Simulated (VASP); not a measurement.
# Zr (Pm-3m) in VASP: notebook

Zr is run at these levels: LDA; tasks: relaxation of cell and atoms.

All numbers are computed with VASP 6.6.1; they aren't measurements. Logs are shortened: lines on timing, memory, paths and dates and some standing lists are left out, and cuts for length are marked.

### Step 1. The cell of the first run

The structure is cubic, space group Pm-3m (No. 221). Conventional cell: a = 2.229 Å, b = 2.229 Å, c = 2.229 Å, α = 90.00°, β = 90.00°, γ = 90.00°. Zr (site symmetry m-3m) has 6 Zr at 2.23 Å within 2.9 Å.

### Step 2. Relaxation of cell and atoms, LDA, target pressure 220 GPa, at which the enthalpy is minimised

Input file INCAR:

```
PREC     = Accurate       # precision mode
ENCUT    = 600            # plane-wave cutoff, eV
EDIFF    = 1E-6           # SCF threshold, eV
ISMEAR   = -1             # smearing method
SIGMA    = 0.1            # smearing width, eV
LREAL    = False          # projectors in reciprocal space
LASPH    = True           # aspherical terms in the spheres
NELM     = 100            # most SCF steps
ALGO     = Normal         # electronic algorithm
ISIF     = 3              # what is computed and relaxed
LWAVE    = False          # write WAVECAR
LCHARG   = False          # write CHGCAR
IBRION   = 2              # ionic algorithm
NSW      = 60             # ionic steps
EDIFFG   = -0.005         # ionic threshold
PSTRESS  = 2200.0
```

Input file KPOINTS:

```
regular mesh
0
Gamma
  17 17 17
```

Input file POSCAR:

```
Zr
1.0
    2.2294605330      0.0000000000      0.0000000000
    0.0000000000      2.2294605330      0.0000000000
    0.0000000000      0.0000000000      2.2294605330
Zr
1
Direct
    0.0000000000      0.0000000000      0.0000000000
```

Potentials or basis: VASP PAW LDA potentials, release 64 (Zr_sv).

On the command line:

```
> cat potpaw_LDA.64/Zr_sv/POTCAR > POTCAR
> mpirun -np 1 vasp_std > vasp.out
```

OUTCAR:

```text
PREC = Accurate
   ENCUT = 600
   EDIFF = 1E-6
   ISMEAR = -1
   LREAL = False
   LASPH = True
   NELM = 100
   ISIF = 3
   IBRION = 2
   NSW = 60
   EDIFFG = -0.005
   PSTRESS = 2200.0

 ion  position               nearest neighbor table
   1  0.000  0.000  0.000-

  LATTYP: Found a simple cubic cell.
 ALAT       =     2.2294605330

  Lattice vectors:

 A1 = (   2.2294605330,   0.0000000000,   0.0000000000)
 A2 = (   0.0000000000,   2.2294605330,   0.0000000000)
 A3 = (   0.0000000000,   0.0000000000,   2.2294605330)

Analysis of symmetry for initial positions (statically):
=====================================================================
 Subroutine PRICEL returns:
 Original cell was already a primitive cell.

 Routine SETGRP: Setting up the symmetry group for a
 simple cubic supercell.

 Subroutine GETGRP returns: Found 48 space group operations
 (whereof 48 operations were pure point group operations)
 out of a pool of 48 trial point group operations.

The static configuration has the point symmetry O_h .

Analysis of symmetry for dynamics (positions and initial velocities):
=====================================================================
 Subroutine PRICEL returns:
 Original cell was already a primitive cell.

 Routine SETGRP: Setting up the symmetry group for a
 simple cubic supercell.

 Subroutine GETGRP returns: Found 48 space group operations
 (whereof 48 operations were pure point group operations)
 out of a pool of 48 trial point group operations.

The dynamic configuration has the point symmetry O_h .

 Subroutine INISYM returns: Found 48 space group operations
 (whereof 48 operations are pure point group operations),
 and found     1 'primitive' translations

----------------------------------------------------------------------------------------

                                     Primitive cell

  volume of cell :      11.0815

  direct lattice vectors                    reciprocal lattice vectors
     2.229460533  0.000000000  0.000000000     0.448539001  0.000000000  0.000000000
     0.000000000  2.229460533  0.000000000     0.000000000  0.448539001  0.000000000
     0.000000000  0.000000000  2.229460533     0.000000000  0.000000000  0.448539001

  length of vectors
[... 104 lines left out ...]
   LORBIT       =      0    0 simple, 1 ext, 2 COOP (PROOUT), +10 PAW based schemes
   GGA     = CA    functional components
   LHFCALC =     F    Hartree Fock is set to
   AEXX    =    0.0000 exact exchange contribution
   IVDW    =     0    specifies the selected vdW correction
   LEPSILON=     F    determine dielectric tensor
   LRPA    =     F    only Hartree local field effects (RPA)
 conjugate gradient relaxation of ions
 non-spin polarized calculation
  energy-cutoff  :      600.00
  volume of cell :       11.08
 maximum number of plane-waves:       384
 NGX is ok and might be reduce to    18
   NGX =  9   NGY =  9   NGZ =  9

--------------------------------------- Ionic step        1  -------------------------------------------

 number of electron      12.0000001 magnetization

 Free energy of the ion-electron system (eV)
  ---------------------------------------------------
  ext. energy  EPLUGINS =         0.00000000
  ---------------------------------------------------
  free energy    TOTEN  =        -3.64706936 eV

  energy without entropy =       -3.62774211  energy(sigma->0) =       -3.63740574

------------------------ aborting loop because EDIFF is reached ----------------------------------------

  FORCE on cell =-STRESS in cart. coord.  units (eV):
  Direction    XX          YY          ZZ          XY          YZ          ZX
  --------------------------------------------------------------------------------------
  -------------------------------------------------------------------------------------
  Total       17.3108569     17.3108569     17.3108569      0.0000000      0.0000000     -0.0000000
  in kB     2502.8209504   2502.8209504   2502.8209504      0.0000000      0.0000000     -0.0000000
  external PRESSURE =     302.8209504 kB  Pullay stress =    2200.0000000 kB
[... 94 lines left out ...]
  energy  without entropy=       -4.2921492620  energy(sigma->0) =       -4.30157113

  enthalpy is  TOTEN    =        11.5333770032 eV   P V=       15.8443700046

[... ionic steps 4 to 15 ...]

--------------------------------------- Ionic step       16  -------------------------------------------

 number of electron      12.0000000 magnetization

------------------------ aborting loop because EDIFF is reached ----------------------------------------
[... 69 lines left out ...]
--------------------------------------- Ionic step       18  -------------------------------------------

 number of electron      12.0000000 magnetization

 Free energy of the ion-electron system (eV)
  ---------------------------------------------------
  ext. energy  EPLUGINS =         0.00000000
  ---------------------------------------------------
  free energy    TOTEN  =        -4.23075299 eV

  energy without entropy =       -4.21186499  energy(sigma->0) =       -4.22130899

 E-fermi :  19.0678     XC(G=0): -14.8562

 val. band max:       19.0305869656   @ k =   0.4118   0.4118   0.0000
 cond. band min:      19.0740970284   @ k =   0.4118   0.3529   0.0588
 fundamental gap:      0.0435100629
 Fermi energy:        19.0677935159

 k-point     1 :       0.0000    0.0000    0.0000
  band No.  band energies     occupation
      1     -31.3297      2.00000
      2      -4.7183      2.00000
      3      -4.7183      2.00000
      4      -4.7183      2.00000
      5      13.8982      2.00000
      6      13.8982      2.00000
      7      14.6787      2.00000
      8      31.0136      0.00000
      9      31.0136      0.00000
     10      31.0136      0.00000
[... 287 lines left out ...]
 k-point    24 :       0.4706    0.1176    0.0000
  band No.  band energies     occupation
      1     -29.5562      2.00000
      2     -11.9970      2.00000
      3      -4.9619      2.00000
      4      -3.7109      2.00000
      5      16.7368      2.00000
      6      18.3395      1.99863
      7      19.8543      0.00077
      8      22.8346      0.00000
      9      25.7801      0.00000
     10      30.5369      0.00000

 [... further k-points ...]

------------------------ aborting loop because EDIFF is reached ----------------------------------------

  FORCE on cell =-STRESS in cart. coord.  units (eV):
  Direction    XX          YY          ZZ          XY          YZ          ZX
  --------------------------------------------------------------------------------------
  -------------------------------------------------------------------------------------
  Total       15.7599025     15.7599025     15.7599025     -0.0000000      0.0000000     -0.0000000
  in kB     2199.5183020   2199.5183020   2199.5183020     -0.0000000      0.0000000     -0.0000000
  external PRESSURE =      -0.4816980 kB  Pullay stress =    2200.0000000 kB
[... 20 lines left out ...]
  energy  without entropy=       -4.2118649942  energy(sigma->0) =       -4.22130899

  enthalpy is  TOTEN    =        11.5326009853 eV   P V=       15.7633539776

 reached required accuracy - stopping structural energy minimisation
```

OSZICAR:

```text
N       E                     dE             d eps       ncg     rms          rms(c)
DAV:   1     0.108960177350E+03    0.10896E+03   -0.87264E+03  3324   0.147E+03
DAV:   2    -0.307969507814E+00   -0.10927E+03   -0.10595E+03  3534   0.358E+02
DAV:   3    -0.354820572158E+01   -0.32402E+01   -0.31115E+01  4360   0.541E+01
[... 100 lines left out ...]
DAV:   1    -0.423093969528E+01    0.63538E-03   -0.28613E-06  2974   0.234E-02    0.832E-03
DAV:   2    -0.423093952873E+01    0.16655E-06   -0.28975E-07  1650   0.672E-03
  17 F= 0.11532601E+02 E0= 0.11542045E+02  d E =-.351716E-05
       N       E                     dE             d eps       ncg     rms          rms(c)
DAV:   1    -0.423075299727E+01    0.18670E-03   -0.18811E-07  1650   0.637E-03    0.181E-03
DAV:   2    -0.423075299228E+01    0.49877E-08   -0.53340E-08  1650   0.234E-03
  18 F= 0.11532601E+02 E0= 0.11542045E+02  d E =-.354054E-05
```

Run time: 38 s. Hardware: 1 thread of Intel Xeon 6975P-C (Granite Rapids), shared host; peak memory 0.14 GiB.

What came out:

| Quantity | Value |
| --- | --- |
| Free energy | -4.2308 eV |
| Relaxed volume | 11.48 Å³/atom |
| Relaxed cell | a = 2.256 Å, b = 2.256 Å, c = 2.256 Å, α = 90.00°, β = 90.00°, γ = 90.00° |
| Space group after relaxing (to 0.05 Å) | Pm-3m (No. 221) |
| Energy change on relaxing (the enthalpy is what falls) | -583.7 meV/atom |
| Ionic steps | 18 |
| Pressure after relaxing | 220.0 GPa |
| Band gap on the k mesh | zero (band 6 reaches 21.15 eV, above the bottom of band 7 at 13.49 eV) |

Step by step:
```csv
step,energy change (eV),largest force (eV/Å),pressure (GPa),volume (Å³)
1,0.0000,0.0000,250.28,11.08
2,-3.4285,0.0000,81.08,14.79
3,-0.6639,0.0000,215.79,11.54
4,-0.5844,0.0000,219.91,11.48
5,-0.5733,0.0000,220.50,11.47
6,-0.5744,0.0000,220.53,11.47
7,-0.5779,0.0000,220.32,11.48
8,-0.5779,0.0000,220.30,11.48
9,-0.5781,0.0000,220.29,11.48
10,-0.5784,0.0000,220.28,11.48
11,-0.5790,0.0000,220.27,11.48
12,-0.5801,0.0000,220.25,11.48
13,-0.5824,0.0000,220.08,11.48
14,-0.5835,0.0000,220.07,11.48
15,-0.5857,0.0000,219.91,11.48
16,-0.5845,0.0000,219.87,11.48
17,-0.5839,0.0000,219.92,11.48
18,-0.5837,0.0000,219.95,11.48
```

Final structure:
```cif
data_structure
_symmetry_space_group_name_H-M 'P 1'
_symmetry_Int_Tables_number 1
_cell_length_a 2.2559
_cell_length_b 2.2559
_cell_length_c 2.2559
_cell_angle_alpha 90.000
_cell_angle_beta 90.000
_cell_angle_gamma 90.000
_cell_volume 11.48
loop_
_atom_site_label
_atom_site_type_symbol
_atom_site_fract_x
_atom_site_fract_y
_atom_site_fract_z
_atom_site_occupancy
Zr1 Zr 0.00000 0.00000 0.00000 1
```

Caveat: the cell is relaxed towards a set pressure, so the enthalpy falls and the energy may rise.

### Step 3. Relaxation of cell and atoms, LDA, target pressure 220 GPa, at which the enthalpy is minimised

This run uses another cell than the first one, of 11.43 Å³/atom, 1.031 times its volume.

Input file INCAR:

```
ALGO = Normal
EDIFF = 1E-7
EDIFFG = -0.005
ENCUT = 600
IBRION = 2
ISIF = 3
ISMEAR = -1
LASPH = True
LCHARG = False
LREAL = False
LWAVE = False
NELM = 100
NSW = 32
PREC = Accurate
PSTRESS = 2200.0
SIGMA = 0.1
```

Input file KPOINTS:

```
k-points
0
Gamma
  17 17 17
```

Input file POSCAR:

```
Zr
1.0
    2.2524762822      0.0000000000      0.0000000000
    0.0000000000      2.2524762822      0.0000000000
    0.0000000000      0.0000000000      2.2524762822
Zr
1
Direct
    0.0000000000      0.0000000000      0.0000000000
```

Potentials or basis: VASP PAW LDA potentials, release 64 (Zr_sv).

On the command line:

```
> cat potpaw_LDA.64/Zr_sv/POTCAR > POTCAR
> mpirun -np 1 vasp_std > vasp.out
```

OUTCAR:

```text
EDIFF = 1E-7
   EDIFFG = -0.005
   ENCUT = 600
   IBRION = 2
   ISIF = 3
   ISMEAR = -1
   LASPH = True
   LREAL = False
   NELM = 100
   NSW = 32
   PREC = Accurate
   PSTRESS = 2200.0

 ion  position               nearest neighbor table
   1  0.000  0.000  0.000-

  LATTYP: Found a simple cubic cell.
 ALAT       =     2.2524762822

  Lattice vectors:

 A1 = (   2.2524762822,   0.0000000000,   0.0000000000)
 A2 = (   0.0000000000,   2.2524762822,   0.0000000000)
 A3 = (   0.0000000000,   0.0000000000,   2.2524762822)

Analysis of symmetry for initial positions (statically):
=====================================================================
 Subroutine PRICEL returns:
 Original cell was already a primitive cell.

 Routine SETGRP: Setting up the symmetry group for a
 simple cubic supercell.

 Subroutine GETGRP returns: Found 48 space group operations
 (whereof 48 operations were pure point group operations)
 out of a pool of 48 trial point group operations.

The static configuration has the point symmetry O_h .

Analysis of symmetry for dynamics (positions and initial velocities):
=====================================================================
[... 166 lines left out ...]
  in kB     2236.8371011   2236.8371011   2236.8371011      0.0000000      0.0000000      0.0000000
  external PRESSURE =      36.8371011 kB  Pullay stress =    2200.0000000 kB
[... 98 lines left out ...]
--------------------------------------- Ionic step        4  -------------------------------------------

 number of electron      12.0000000 magnetization

 Free energy of the ion-electron system (eV)
  ---------------------------------------------------
  ext. energy  EPLUGINS =         0.00000000
  ---------------------------------------------------
  free energy    TOTEN  =        -4.23078503 eV

  energy without entropy =       -4.21189748  energy(sigma->0) =       -4.22134126

 E-fermi :  19.0682     XC(G=0): -14.8564

 val. band max:       19.0309696813   @ k =   0.4118   0.4118   0.0000
 cond. band min:      19.0744781095   @ k =   0.4118   0.3529   0.0588
 fundamental gap:      0.0435084282
 Fermi energy:        19.0681768550

 k-point     1 :       0.0000    0.0000    0.0000
  band No.  band energies     occupation
      1     -31.3296      2.00000
      2      -4.7180      2.00000
      3      -4.7180      2.00000
      4      -4.7180      2.00000
      5      13.8984      2.00000
      6      13.8984      2.00000
      7      14.6790      2.00000
      8      31.0142      0.00000
      9      31.0142      0.00000
     10      31.0142      0.00000
[... 287 lines left out ...]
 k-point    24 :       0.4706    0.1176    0.0000
  band No.  band energies     occupation
      1     -29.5559      2.00000
      2     -11.9969      2.00000
      3      -4.9615      2.00000
      4      -3.7104      2.00000
      5      16.7372      2.00000
      6      18.3399      1.99863
      7      19.8547      0.00077
      8      22.8351      0.00000
      9      25.7806      0.00000
     10      30.5376      0.00000

 [... further k-points ...]

------------------------ aborting loop because EDIFF is reached ----------------------------------------

  FORCE on cell =-STRESS in cart. coord.  units (eV):
  Direction    XX          YY          ZZ          XY          YZ          ZX
  --------------------------------------------------------------------------------------
  -------------------------------------------------------------------------------------
  Total       15.7621017     15.7621017     15.7621017      0.0000000      0.0000000      0.0000000
  in kB     2199.8784857   2199.8784857   2199.8784857      0.0000000      0.0000000      0.0000000
  external PRESSURE =      -0.1215143 kB  Pullay stress =    2200.0000000 kB
[... 20 lines left out ...]
  energy  without entropy=       -4.2118974791  energy(sigma->0) =       -4.22134126

  enthalpy is  TOTEN    =        11.5321873317 eV   P V=       15.7629723637

 reached required accuracy - stopping structural energy minimisation
```

OSZICAR:

```text
N       E                     dE             d eps       ncg     rms          rms(c)
DAV:   1     0.109815180871E+03    0.10982E+03   -0.87065E+03  3312   0.148E+03
DAV:   2    -0.940418925478E+00   -0.11076E+03   -0.10742E+03  3572   0.360E+02
[... 33 lines left out ...]
DAV:  10    -0.423222478440E+01   -0.41546E-08   -0.81219E-09  1666   0.900E-04
   3 F= 0.11532188E+02 E0= 0.11541631E+02  d E =-.587734E-03
       N       E                     dE             d eps       ncg     rms          rms(c)
DAV:   1    -0.423078602059E+01    0.14388E-02   -0.27320E-05  4112   0.653E-02    0.220E-02
DAV:   2    -0.423078511349E+01    0.90710E-06   -0.18431E-06  3804   0.168E-02    0.593E-03
DAV:   3    -0.423078500551E+01    0.10798E-06   -0.79748E-07  4464   0.849E-03    0.215E-03
DAV:   4    -0.423078503192E+01   -0.26413E-07   -0.13035E-08  1662   0.125E-03
   4 F= 0.11532187E+02 E0= 0.11541631E+02  d E =-.587914E-03
```

Run time: 19 s. Hardware: 1 thread of Intel Xeon 6975P-C (Granite Rapids), shared host; peak memory 0.13 GiB.

Results:

```
Free energy                                            : -4.2308 eV
Relaxed volume                                         : 11.48 Å³/atom
Relaxed cell                                           : a = 2.256 Å, b = 2.256 Å, c = 2.256 Å, α = 90.00°, β = 90.00°, γ = 90.00°
Space group after relaxing (to 0.05 Å)                 : Pm-3m (No. 221)
Energy change on relaxing (the enthalpy is what falls) : -71.0 meV/atom
Ionic steps                                            : 4
Pressure after relaxing                                : 220.0 GPa
Band gap on the k mesh                                 : zero (band 6 reaches 21.15 eV, above the bottom of band 7 at 13.49 eV)
```

Step by step:
```tsv
step	energy change (eV)	largest force (eV/Å)	pressure (GPa)	volume (Å³)
1	0.0000	0.0000	223.68	11.43
2	-0.5729	0.0000	194.19	11.87
3	-0.0725	0.0000	219.93	11.48
4	-0.0710	0.0000	219.99	11.48
```

Final structure:
```cif
data_structure
_symmetry_space_group_name_H-M 'P 1'
_symmetry_Int_Tables_number 1
_cell_length_a 2.2558
_cell_length_b 2.2558
_cell_length_c 2.2558
_cell_angle_alpha 90.000
_cell_angle_beta 90.000
_cell_angle_gamma 90.000
_cell_volume 11.48
loop_
_atom_site_label
_atom_site_type_symbol
_atom_site_fract_x
_atom_site_fract_y
_atom_site_fract_z
_atom_site_occupancy
Zr1 Zr 0.00000 0.00000 0.00000 1
```

Caveat: the cell is relaxed towards a set pressure, so the enthalpy falls and the energy may rise.
